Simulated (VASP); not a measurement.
# BaHfO3: single point with PBE

BaHfO3:

```
Ba Hf O
1.0
     4.13810   -0.68863   -0.27951
     0.67557    4.14576   -0.21738
     0.31168    0.16900    4.19188
Ba Hf O
1 1 3
Direct
  0.43338 0.23321 0.12683
  0.93337 0.73326 0.62683
  0.93332 0.23336 0.62680
  0.93328 0.73342 0.12683
  0.43332 0.73341 0.62684
```

* Program: VASP 6.6.1
* Task: single point
* Functional: PBE
* Potentials or basis: VASP PAW PBE potentials, release 64 (Ba_sv, Hf_pv, O)
* Cutoff: 520 eV
* k mesh: 6 × 4 × 4
* Occupations: gaussian, width 0.1 eV
* Spin: no spin polarisation

* Pressure: -0.5 GPa
* Band gap on the k mesh: 3.53 eV (least direct gap 3.77 eV)

Forces in eV/Å, atoms in the order of the input:
```
Ba   0.000  0.001  0.000
Hf  -0.001  0.002  0.000
O    0.000 -0.001  0.000
O    0.000 -0.001  0.000
O    0.000 -0.001  0.000
```

Levels at points of the mesh, in eV from the valence-band top:
```
           k point  band 17  band 18  band 19  band 20  band 21  band 22
(0.00, 0.00, 0.00)    -0.24    -0.24    -0.24     3.53     3.53     3.53
(0.50, 0.00, 0.00)    -1.63    -0.55    -0.55     4.07     6.20     6.20
(0.00, 0.50, 0.00)    -1.63    -0.55    -0.55     4.07     6.20     6.20
(0.50, 0.50, 0.00)    -0.93    -0.93    -0.08     6.10     6.10     6.46
(0.00, 0.00, 0.50)    -1.63    -0.55    -0.55     4.07     6.20     6.20
(0.50, 0.00, 0.50)    -0.93    -0.93    -0.08     6.10     6.10     6.46
(0.00, 0.50, 0.50)    -0.93    -0.93    -0.08     6.10     6.10     6.46
(0.50, 0.50, 0.50)     0.00     0.00     0.00     5.94     5.94     5.94
```

It took 32 s on 1 thread of Intel(R) Xeon(R) 6975P-C (Granite Rapids) (shared host), peak memory 0.24 GiB.

Caveat: spin-orbit coupling is left out, which moves the levels of the heavy elements. A k mesh can miss the band edges.
